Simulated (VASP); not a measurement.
CsI, 2 atoms in the cell. The structure is tetragonal, space group P4/mmm (No. 123). The conventional cell has a = 4.475 Å, b = 4.475 Å, c = 4.567 Å, α = 90.00°, β = 90.00°, γ = 90.00°. Cs (site symmetry 4/mmm) has 8 I at 3.90 Å and 6 Cs at 4.48 to 4.57 Å within 5.1 Å. Within 5.1 Å of I (site symmetry 4/mmm) lie 8 Cs at 3.90 Å and 6 I at 4.48 to 4.57 Å.  This cell differs from its parent crystal: equal xx and yy strain of -2 %.

- Program: VASP 6.6.1
- Task: single point
- Functional: LDA
- Potentials or basis: VASP PAW LDA potentials, release 64 (Cs_sv, I)
- Cutoff: 500 eV
- k mesh: 7 × 7 × 7
- Occupations: fermi-dirac, width 0.01 eV
- Spin: no spin polarisation
- Dipole correction: no
- Further INCAR settings: ALGO = Normal; EDIFF = 1e-06; NBANDS = 15

Potentials or basis: VASP PAW LDA potentials, release 64 (Cs_sv, I).

Launch:

```console
$ cat potpaw_LDA.64/Cs_sv/POTCAR potpaw_LDA.64/I/POTCAR > POTCAR
$ mpirun -np 1 vasp_std > vasp.out
```

Hardware: 1 thread of AMD EPYC 7R43 64-Core Processor (Zen 3) (shared host).

Task: How long does it take, and how much memory?

Result: Run time: 42 s on 1 thread of AMD EPYC 7R43 64-Core Processor (Zen 3), on a shared host, peak memory 0.17 GiB. Counts: scf iterations 13, k points 40.
